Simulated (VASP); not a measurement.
# MgO (P6_3mc) in VASP: notebook

The runs below take MgO through single point, with PBE.

Program: VASP 6.6.1. These are calculated values, not measurements. Logs are shortened: lines on timing, memory, paths and dates and some standing lists are left out, and cuts for length are marked.

## 1. The cell of the first run

Symmetry: P6_3mc, No. 186, hexagonal system. Conventional cell: a = 3.246 Å, b = 3.246 Å, c = 5.020 Å, α = 90.00°, β = 90.00°, γ = 120.00°. Within 2.6 Å of Mg (site symmetry 3m) lie 4 O at 1.95 to 1.97 Å. O (site symmetry 3m) has 4 Mg at 1.95 to 1.97 Å within 2.6 Å.

## 2. Single point, PBE (volume changed by -6%)

Contents of INCAR:

```
  PREC = Accurate
  ENCUT = 520
  EDIFF = 1E-7
  ISMEAR = 0
  SIGMA = 0.01
  LREAL = False
  LASPH = True
  NELM = 80
  ALGO = Normal
  ISIF = 2
  LWAVE = False
  LCHARG = True
  GGA = PE
  LELF = True
  LVHAR = True
  NBANDS = 16
```

Contents of KPOINTS:

```
Automatic mesh
0
Gamma
  9 9 4
```

Contents of POSCAR:

```
MgO
1.0
    3.2462072252      0.0000000000      0.0000000000
   -1.6231036126      2.8112979229      0.0000000000
    0.0000000000      0.0000000000      5.0195492350
Mg O
2 2
Direct
    0.3333333333      0.6666666667     -0.0083264846
    0.6666666667      0.3333333333      0.4916735154
    0.3333333333      0.6666666667      0.3833264846
    0.6666666667      0.3333333333      0.8833264846
```

Potentials or basis: VASP PAW PBE potentials, release 64 (Mg, O).

Started as:

```console
cat potpaw_PBE.64/Mg/POTCAR potpaw_PBE.64/O/POTCAR > POTCAR
mpirun -np 1 vasp_std > vasp.out
```

OUTCAR:

```text
PREC = Accurate
   ENCUT = 520
   EDIFF = 1E-7
   ISMEAR = 0
   LREAL = False
   LASPH = True
   NELM = 80
   ISIF = 2
   GGA = PE

 ion  position               nearest neighbor table
   1  0.333  0.667  0.992-   4 1.95   4 1.95   4 1.95   3 1.97   2 3.13   2 3.13   2 3.13   2 3.13
                             2 3.13   2 3.13
   2  0.667  0.333  0.492-   3 1.95   3 1.95   3 1.95   4 1.97   1 3.13   1 3.13   1 3.13   1 3.13
                             1 3.13   1 3.13
   3  0.333  0.667  0.383-   2 1.95   2 1.95   2 1.95   1 1.97
   4  0.667  0.333  0.883-   1 1.95   1 1.95   1 1.95   2 1.97

  LATTYP: Found a hexagonal cell.
 ALAT       =     3.2462072252
 C/A-ratio  =     1.5462812097

  Lattice vectors:

 A1 = (   3.2462072252,   0.0000000000,   0.0000000000)
 A2 = (  -1.6231036126,   2.8112979229,   0.0000000000)
 A3 = (   0.0000000000,   0.0000000000,   5.0195492350)

Analysis of symmetry for initial positions (statically):
=====================================================================
 Subroutine PRICEL returns:
 Original cell was already a primitive cell.

 Routine SETGRP: Setting up the symmetry group for a
 hexagonal supercell.

 Subroutine GETGRP returns: Found 12 space group operations
 (whereof  6 operations were pure point group operations)
 out of a pool of 24 trial point group operations.

The static configuration has the point symmetry C_3v.
 The point group associated with its full space group is C_6v.

Analysis of symmetry for dynamics (positions and initial velocities):
=====================================================================
 Subroutine PRICEL returns:
 Original cell was already a primitive cell.

 Routine SETGRP: Setting up the symmetry group for a
 hexagonal supercell.

 Subroutine GETGRP returns: Found 12 space group operations
 (whereof  6 operations were pure point group operations)
 out of a pool of 24 trial point group operations.

The dynamic configuration has the point symmetry C_3v.
 The point group associated with its full space group is C_6v.

 Subroutine INISYM returns: Found 12 space group operations
 (whereof  6 operations are pure point group operations),
 and found     1 'primitive' translations

----------------------------------------------------------------------------------------

                                     Primitive cell

[... 89 lines left out ...]
   LNONCOLLINEAR =      F non collinear calculations
   LSORBIT =      F    spin-orbit coupling
   LASPH  =      T    aspherical Exc in radial PAW
   ENCUT  =  520.0 eV  38.22 Ry    6.18 a.u.   6.04  6.04  9.33*2*pi/ulx,y,z
   NELM   =     80;   NELMIN=  2; NELMDL= -5     # of ELM steps
   EDIFF  = 0.1E-06   stopping-criterion for ELM
   LREAL  =      F    real-space projection
   EDIFFG = 0.1E-05   stopping-criterion for IOM
   NSW    =      0    number of steps for IOM
   IBRION =     -1    ionic relax: 0-MD 1-quasi-New 2-CG
   NFREE  =      0    steps in history (QN), initial steepest desc. (CG)
   ISIF   =      2    stress and relaxation
   ISYM   =      2    0-nonsym 1-usesym 2-fastsym
   POTIM  = 0.5000    time-step for ionic-motion
   TEBEG  =    0.0;   TEEND  =   0.0 temperature during run
   PSTRESS=    0.0 pullay stress
   NELECT =      16.0000    total number of electrons
   NUPDOWN=      -1.0000    fix difference up-down
   EMIN   =  10.00;   EMAX   =-10.00  energy-range for DOS
   EFERMI =   0.00;   METHOD = LEGACY
   ISMEAR =     0;   SIGMA  =   0.01  broadening in eV -4-tet -1-fermi 0-gaus
   EFERMI_NEDOS =   21; number of points for ismear=-14 and -15
   IALGO  =     38    algorithm
   IMIX   =      4    mixing-type and parameters
     AMIX     =   0.40;   BMIX     =  1.00
     AMIX_MAG =   1.60;   BMIX_MAG =  1.00
  volume/ion in A,a.u.               =      11.45        77.28
  Fermi-wavevector in a.u.,A,eV,Ry     =   1.152919  2.178701 18.085173  1.329223
  Thomas-Fermi vector in A             =   2.289567
   LORBIT       =      0    0 simple, 1 ext, 2 COOP (PROOUT), +10 PAW based schemes
   GGA     = PE    functional components
   LHFCALC =     F    Hartree Fock is set to
   AEXX    =    0.0000 exact exchange contribution
   IVDW    =     0    specifies the selected vdW correction
   LEPSILON=     F    determine dielectric tensor
   LRPA    =     F    only Hartree local field effects (RPA)
 non-spin polarized calculation
 Gauss-broadening in eV      SIGMA  =   0.01
  energy-cutoff  :      520.00
  volume of cell :       45.81
 maximum number of plane-waves:      1260
   NGX = 13   NGY = 13   NGZ = 19

 number of electron      16.0000012 magnetization

 Free energy of the ion-electron system (eV)
  ---------------------------------------------------
  ext. energy  EPLUGINS =         0.00000000
  ---------------------------------------------------
  free energy    TOTEN  =       -23.46912859 eV

  energy without entropy =      -23.46912859  energy(sigma->0) =      -23.46912859

 E-fermi :   1.3641     XC(G=0):  -9.8722

 val. band max:        1.2152531113   @ k =   0.0000   0.0000   0.0000
 cond. band min:       4.9560139152   @ k =   0.0000   0.0000   0.0000
 fundamental gap:      3.7407608039
 Fermi energy:         1.3641341155

 k-point     1 :       0.0000    0.0000    0.0000
  band No.  band energies     occupation
      1     -15.0516      2.00000
      2     -14.2339      2.00000
      3      -2.0984      2.00000
      4       0.5932      2.00000
      5       0.5932      2.00000
      6       0.8924      2.00000
[... 433 lines left out ...]
      3      -1.3344      2.00000
      4      -1.0943      2.00000
      5      -1.0943      2.00000
      6      -0.3355      2.00000
[... 8 lines left out ...]
     15      15.3638      0.00000
     16      19.5231      0.00000

 [... further k-points ...]
[... 5 lines left out ...]
  --------------------------------------------------------------------------------------
  -------------------------------------------------------------------------------------
  Total        2.3003352      2.3003352      2.0269498      0.0000000      0.0000000      0.0000000
  in kB       80.4551559     80.4551559     70.8933912      0.0000000      0.0000000      0.0000000
  external PRESSURE =      77.2679010 kB  Pullay stress =       0.0000000 kB

 VOLUME and BASIS-vectors are now :
 -----------------------------------------------------------------------------
  energy-cutoff  :      520.00
  volume of cell :       45.81
      direct lattice vectors                 reciprocal lattice vectors
     3.246207225  0.000000000  0.000000000     0.308051807  0.177853793  0.000000000
    -1.623103613  2.811297923  0.000000000     0.000000000  0.355707587  0.000000000
     0.000000000  0.000000000  5.019549235     0.000000000  0.000000000  0.199221076

 POSITION                                       TOTAL-FORCE (eV/Angst)
 -----------------------------------------------------------------------------------
     -0.00000      1.87420      4.97775         0.000000      0.000000     -0.042072
      1.62310      0.93710      2.46798        -0.000000     -0.000000     -0.042072
     -0.00000      1.87420      1.92413         0.000000      0.000000      0.042072
      1.62310      0.93710      4.43390        -0.000000      0.000000      0.042072
 -----------------------------------------------------------------------------------
    total drift:                               -0.000000      0.000000     -0.001173

  FREE ENERGIE OF THE ION-ELECTRON SYSTEM (eV)
  ---------------------------------------------------
  free  energy   TOTEN  =       -23.4691285924 eV

  energy  without entropy=      -23.4691285924  energy(sigma->0) =      -23.46912859
```

Wall time 12 s (1 thread of AMD EPYC 9R45 (Zen 5), shared host); peak memory 0.14 GiB.

Results:

```yaml
Free_energy: -23.4691 eV
Pressure: 7.7 GPa
Largest_force: 0.042 eV/Å
Band_gap_on_the_k_mesh: 3.74 eV, direct
```

Forces on the atoms (eV/Å):
```
Mg   0.000  0.000 -0.042
Mg   0.000  0.000 -0.042
O    0.000  0.000  0.042
O    0.000  0.000  0.042
```

Stress tensor (GPa, compression positive):
```
8.05 0.00 0.00
0.00 8.05 0.00
0.00 0.00 7.09
```

Levels at points of the mesh, in eV from the valence-band top:
| k point | band 5 | band 6 | band 7 | band 8 | band 9 | band 10 | band 11 | band 12 |
| --- | --- | --- | --- | --- | --- | --- | --- | --- |
| (0.00, 0.00, 0.00) | -0.62 | -0.32 | -0.32 | 0.00 | 3.74 | 8.81 | 10.51 | 14.63 |
| (0.00, 0.00, 0.50) | -0.48 | -0.48 | -0.48 | -0.48 | 6.23 | 6.23 | 13.42 | 13.42 |

Caveat: the cell differs from its parent crystal (volume changed by -6%).

## 3. Single point, PBE (volume changed by -3%)

Contents of INCAR:

```
ALGO = Normal
EDIFF = 1E-6
ENCUT = 520
GGA = PE
ISIF = 2
ISMEAR = 0
LASPH = T
LCHARG = F
LREAL = F
LWAVE = F
NBANDS = 16
NELM = 100
PREC = Accurate
SIGMA = 0.01
```

Contents of KPOINTS:

```
k-points
0
Gamma
  9 9 4
```

Contents of POSCAR:

```
MgO
1.0
    3.2803803388      0.0000000000      0.0000000000
   -1.6401901694      2.8408927075      0.0000000000
    0.0000000000      0.0000000000      5.0723904785
Mg O
2 2
Direct
    0.3333333333      0.6666666667     -0.0083264846
    0.6666666667      0.3333333333      0.4916735154
    0.3333333333      0.6666666667      0.3833264846
    0.6666666667      0.3333333333      0.8833264846
```

Potentials or basis: VASP PAW PBE potentials, release 64 (Mg, O).

Started as:

```console
cat potpaw_PBE.64/Mg/POTCAR potpaw_PBE.64/O/POTCAR > POTCAR
mpirun -np 1 vasp_std > vasp.out
```

Run time: 12 s. Hardware: 1 thread of AMD EPYC 9R45 (Zen 5), shared host; peak memory 0.14 GiB.

The run converged. Its results:

| Property | Result |
| --- | --- |
| Free energy | -23.5206 eV |
| Pressure | 3.3 GPa |
| Largest force | 0.020 eV/Å |
| Band gap on the k mesh | 3.56 eV, direct |

Forces in eV/Å, atoms in the order of the input:
```
Mg   0.000  0.000 -0.020
Mg   0.000  0.000 -0.020
O    0.000  0.000  0.020
O    0.000  0.000  0.020
```

Stress tensor (GPa, compression positive):
```
3.47 0.00 0.00
0.00 3.47 0.00
0.00 0.00 3.02
```

Levels at points of the mesh, in eV from the valence-band top:
```tsv
k point	band 6	band 7	band 8	band 9	band 10	band 11
(0.00, 0.00, 0.00)	-0.31	-0.31	0.00	3.56	8.58	10.26
(0.00, 0.00, 0.50)	-0.46	-0.46	-0.46	6.03	6.03	13.14
```

Caveat: the cell differs from its parent crystal (volume changed by -3%).

## 4. Single point, PBE

This run uses another cell than the first one, of 12.18 Å³/atom, 1.064 times its volume.

Contents of INCAR:

```
  PREC = Accurate
  ENCUT = 520
  EDIFF = 1E-6
  ISMEAR = 0
  SIGMA = 0.01
  LREAL = False
  LASPH = True
  NELM = 60
  ALGO = Normal
  ISIF = 2
  LWAVE = False
  LCHARG = True
  GGA = PE
  LELF = True
  LVHAR = True
  NBANDS = 16
```

Contents of KPOINTS:

```
regular mesh
0
Gamma
  9 9 4
```

Contents of POSCAR:

```
MgO
1.0
    3.3138559196      0.0000000000      0.0000000000
   -1.6569279599      2.8698834109      0.0000000000
    0.0000000000      0.0000000000      5.1241531402
Mg O
2 2
Direct
    0.3333333333      0.6666666667     -0.0083264846
    0.6666666667      0.3333333333      0.4916735154
    0.3333333333      0.6666666667      0.3833264846
    0.6666666667      0.3333333333      0.8833264846
```

Started as:

```console
cat potpaw_PBE.64/Mg/POTCAR potpaw_PBE.64/O/POTCAR > POTCAR
mpirun -np 1 vasp_std > vasp.out
```

Run time: 20 s. Hardware: 1 thread of AMD EPYC 9R45 (Zen 5), shared host; peak memory 0.16 GiB.

It converged, with:

| Quantity | Value |
| --- | --- |
| Free energy | -23.5349 eV |
| Pressure | -0.4 GPa |
| Band gap on the k mesh | 3.40 eV, direct |

Levels at points of the mesh, in eV from the valence-band top:
```tsv
k point	band 4	band 5	band 6	band 7	band 8	band 9	band 10	band 11	band 12	band 13
(0.00, 0.00, 0.00)	-0.59	-0.59	-0.30	-0.30	0.00	3.40	8.35	10.02	14.17	14.17
(0.00, 0.00, 0.50)	-1.93	-0.45	-0.45	-0.45	-0.45	5.84	5.84	12.87	12.87	14.64
```

## 5. Single point, PBE (volume changed by +3%)

Contents of INCAR:

```
ALGO = Normal
EDIFF = 1E-6
ENCUT = 520
GGA = PE
ISIF = 2
ISMEAR = 0
LASPH = True
LCHARG = False
LREAL = False
LWAVE = False
NBANDS = 16
NELM = 100
PREC = Accurate
SIGMA = 0.01
```

Contents of KPOINTS:

```
k-points
0
Gamma
  9 9 4
```

Contents of POSCAR:

```
MgO
1.0
    3.3466685083      0.0000000000      0.0000000000
   -1.6733342542      2.8982999462      0.0000000000
    0.0000000000      0.0000000000      5.1748906294
Mg O
2 2
Direct
    0.3333333333      0.6666666667     -0.0083264846
    0.6666666667      0.3333333333      0.4916735154
    0.3333333333      0.6666666667      0.3833264846
    0.6666666667      0.3333333333      0.8833264846
```

Started as:

```console
cat potpaw_PBE.64/Mg/POTCAR potpaw_PBE.64/O/POTCAR > POTCAR
mpirun -np 1 vasp_std > vasp.out
```

Run time: 20 s. Hardware: 1 thread of AMD EPYC 9R45 (Zen 5), shared host; peak memory 0.15 GiB.

It converged, with:

```
Free energy            : -23.5175 eV
Pressure               : -3.6 GPa
Largest force          : 0.018 eV/Å
Band gap on the k mesh : 3.24 eV, direct
```

Forces in eV/Å, atoms in the order of the input:
```
Mg   0.000  0.000  0.018
Mg   0.000  0.000  0.018
O    0.000  0.000 -0.018
O    0.000  0.000 -0.018
```

Stress tensor (GPa, compression positive):
```
-3.73  0.00  0.00
 0.00 -3.73  0.00
 0.00  0.00 -3.38
```

Levels at points of the mesh, in eV from the valence-band top:
| k point | band 6 | band 7 | band 8 | band 9 | band 10 | band 11 |
| --- | --- | --- | --- | --- | --- | --- |
| (0.00, 0.00, 0.00) | -0.29 | -0.29 | 0.00 | 3.24 | 8.13 | 9.79 |
| (0.00, 0.00, 0.50) | -0.44 | -0.44 | -0.44 | 5.65 | 5.65 | 12.62 |

Caveat: the cell differs from its parent crystal (volume changed by +3%).

## 6. Summary

| cell | gap on the mesh (eV) | pressure (GPa) | largest force (eV/Å) |
| --- | --- | --- | --- |
| a = 3.246, b = 3.246, c = 5.020 Å, angles 90.0, 90.0, 120.0°, 4 atoms | 3.74 | 7.7 | 0.04 |
| a = 3.280, b = 3.280, c = 5.072 Å, angles 90.0, 90.0, 120.0°, 4 atoms | 3.56 | 3.3 | 0.02 |
| a = 3.314, b = 3.314, c = 5.124 Å, angles 90.0, 90.0, 120.0°, 4 atoms | 3.40 | -0.4 | - |
| a = 3.347, b = 3.347, c = 5.175 Å, angles 90.0, 90.0, 120.0°, 4 atoms | 3.24 | -3.6 | 0.02 |

Alike in all rows: task single point; level PBE; potentials or basis VASP PAW PBE potentials, release 64 (Mg, O); no spin polarisation; k mesh 9 × 9 × 4; cutoff (eV) 520; smearing gaussian 0.01 eV.

Absolute energies hang on the potentials; compare differences alone.
